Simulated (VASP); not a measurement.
**LiH2: single point with PBE**

Crystal: LiH2.

```xyz
6
Lattice="0.0000 3.1401 3.9701 2.6101 0.0000 3.9701 2.6101 3.1401 0.0000" Properties=species:S:1:pos:R:3 pbc="T T T"
Li    2.6101    3.1401    3.9701
Li    3.9152    4.7101    5.9551
H     0.6525    2.3551    2.9776
H     0.6525    0.7850    0.9925
H     1.9576    2.3551    0.9925
H     1.9576    0.7850    2.9776
```

```json
{"Program": "VASP 6.6.1", "Task": "single point", "Functional": "PBE", "Potentials or basis": "VASP PAW PBE potentials, release 64 (Li_sv, H)", "Cutoff": "520 eV", "k mesh": "6 × 6 × 6", "Occupations": "gaussian, width 0.1 eV", "Spin": "no spin polarisation"}
```

```json
{"Band gap on the k mesh": "zero (band 5 reaches 0.72 eV, above the bottom of band 6 at -2.19 eV)"}
```

Levels at points of the mesh, in eV from the Fermi level:
```tsv
k point	band 3	band 4	band 5	band 6	band 7	band 8
(0.00, 0.00, 0.00)	-6.13	-0.94	1.44	1.56	5.10	5.84
(0.50, 0.00, 0.00)	-4.70	-2.66	-0.75	1.73	2.36	4.47
(0.50, 0.50, 0.00)	-4.31	-4.31	0.91	0.91	4.61	4.61
(0.50, 0.00, 0.50)	-3.30	-3.30	-0.47	-0.47	3.70	3.70
(0.00, 0.50, 0.50)	-2.65	-2.65	-1.47	-1.47	2.99	2.99
```

Wall time 75 s on 1 thread of Oxide Virtual Turin-like Processor, with other jobs on the host, peak memory 0.16 GiB.
